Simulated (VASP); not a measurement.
Wanted: the native input for a VASP 6.6.1 run.

```yaml
Task: single point
Functional: r2SCAN
Potentials_or_basis: VASP PAW PBE potentials, release 64 (Sc_sv)
Cutoff: 520 eV
k_mesh: 12 × 12 × 12
Occupations: fermi-dirac, width 0.1 eV
Spin: no spin polarisation
Dipole_correction: no
Further_INCAR_settings: ALGO = Normal; EDIFF = 1e-06; NBANDS = 12
```

Crystal: Sc.

```
CELL_PARAMETERS angstrom
0.00000 2.32652 2.32652
2.32652 0.00000 2.32652
2.32652 2.32652 0.00000
ATOMIC_POSITIONS crystal
Sc 0.00000 0.00000 0.00000
```

This isn't the form of Sc at room conditions, which is hcp.

One way to write it, as run:

POSCAR

```
Sc
1.0
    0.0000000000      2.3265189858      2.3265189858
    2.3265189858      0.0000000000      2.3265189858
    2.3265189858      2.3265189858      0.0000000000
Sc
1
Direct
    0.0000000000      0.0000000000      0.0000000000
```

INCAR.step1

```
ALGO = Normal
EDIFF = 1E-4
ENCUT = 520
GGA = PE
ISMEAR = -1
LASPH = True
LCHARG = False
LREAL = False
LWAVE = True
NBANDS = 12
NELM = 60
PREC = Accurate
SIGMA = 0.1
```

INCAR.step2

```
ALGO = Normal
EDIFF = 1E-6
ENCUT = 520
ISIF = 2
ISMEAR = -1
ISTART = 1
LASPH = True
LCHARG = False
LMIXTAU = True
LREAL = False
LWAVE = False
METAGGA = R2SCAN
NBANDS = 12
NELM = 60
PREC = Accurate
SIGMA = 0.1
```

KPOINTS

```
k-points
0
Gamma
  12 12 12
```

Potentials or basis: VASP PAW PBE potentials, release 64 (Sc_sv).

Run with:

```sh
$ cat potpaw_PBE.64/Sc_sv/POTCAR > POTCAR
$ cp INCAR.step1 INCAR
$ mpirun -np 1 vasp_std > vasp.out
$ cp INCAR.step2 INCAR
$ mpirun -np 1 vasp_std > vasp.out
```

Results of the run:

The pressure is 0.1 GPa. The band gap on the k mesh is zero (an odd number of electrons rules out a gap without spin polarisation).

Caveat: the PAW data sets were made with another functional, which shifts forces and pressure a little.

It took 24 s on 1 thread of Intel(R) Xeon(R) 6975P-C (Granite Rapids), on a shared host, peak memory 0.15 GiB.
